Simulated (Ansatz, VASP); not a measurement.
**KCdF3 in VASP and in Ansatz**

File INCAR:

```
SYSTEM = KCdF3
ALGO = Normal
EDIFF = 1E-7
ENCUT = 520
ISIF = 2
ISMEAR = 0
LASPH = .TRUE.
LCHARG = .FALSE.
LREAL = .FALSE.
LWAVE = .FALSE.
NBANDS = 29
NELM = 60
PREC = Accurate
SIGMA = 0.05
```

Contents of KPOINTS:

```
k-points
0
G
  6 6 6
  0 0 0
```

Contents of POSCAR:

```
KCdF3
1.0
    4.3820890200      0.0000000000      0.0000000000
    0.0000000000      4.3820890200      0.0000000000
    0.0000000000      0.0000000000      4.3820890200
K Cd F
1 1 3
Direct
    0.0000000000      0.0000000000      0.0000000000
    0.5000000000      0.5000000000      0.5000000000
    0.0228201663      0.5000000000      0.5000000000
    0.5228201663      0.0000000000      0.5000000000
    0.5228201663      0.5000000000      0.0000000000
```

Input for Ansatz:

```yaml
crystal:
  lattice:
    - [4.38208902, 0.0, 0.0]
    - [0.0, 4.38208902, 0.0]
    - [0.0, 0.0, 4.38208902]
  atoms:
    - { symbol: K, position: [0.0, 0.0, 0.0] }
    - { symbol: Cd, position: [0.5, 0.5, 0.5] }
    - { symbol: F, position: [0.0228201663, 0.5, 0.5] }
    - { symbol: F, position: [0.5228201663, 0.0, 0.5] }
    - { symbol: F, position: [0.5228201663, 0.5, 0.0] }
basis:
  ecutwfc: 420
kpoints:
  mp_grid: { grid: [6, 6, 6] }
hamiltonian:
  xc: lda
scf:
  occupations: { method: gaussian, width: 0.05 }
output:
  forces: true
  stress: true
  eigenvalues: true
```

Change from the starting cell: all F atoms moved -0.100 Å, as atom 3 towards its neighbour atom 2 (Cd) at 2.191 Å.

Alike in both runs: task single point; functional LDA; k mesh 6 × 6 × 6; occupations gaussian, width 0.05 eV; no spin polarisation.

|  | VASP | Ansatz |
| --- | --- | --- |
| version | VASP 6.6.1 | Ansatz 0.2.0 |
| potentials or method | VASP PAW LDA potentials, release 64 (K_sv, Cd, F), cutoff 520 eV | scalar-relativistic, plane waves, PAW |
| valence electrons in the cell | 42 | 50 |

```csv
,VASP,Ansatz,Ansatz less VASP
gap on the k mesh at the Fermi level (eV),2.81,2.82,+0.011
least direct gap on the mesh (eV),4.54,4.57,+0.026
pressure (GPa),-2.5,-3.2,-0.68
"traceless stress, the component that is largest in VASP (GPa)",0.87,0.81,-0.064
rms of the force components (eV/Å),0.368,0.330,-0.0379
```

LDA's correlation is that of Perdew and Zunger in VASP and of Perdew and Wang (1992) in Ansatz. Atom by atom the forces differ by 0.038 eV/Å (rms over components). VASP's potentials hold 42 valence electrons a cell and Ansatz's 50, so a difference there can come from the potentials and not from the codes.
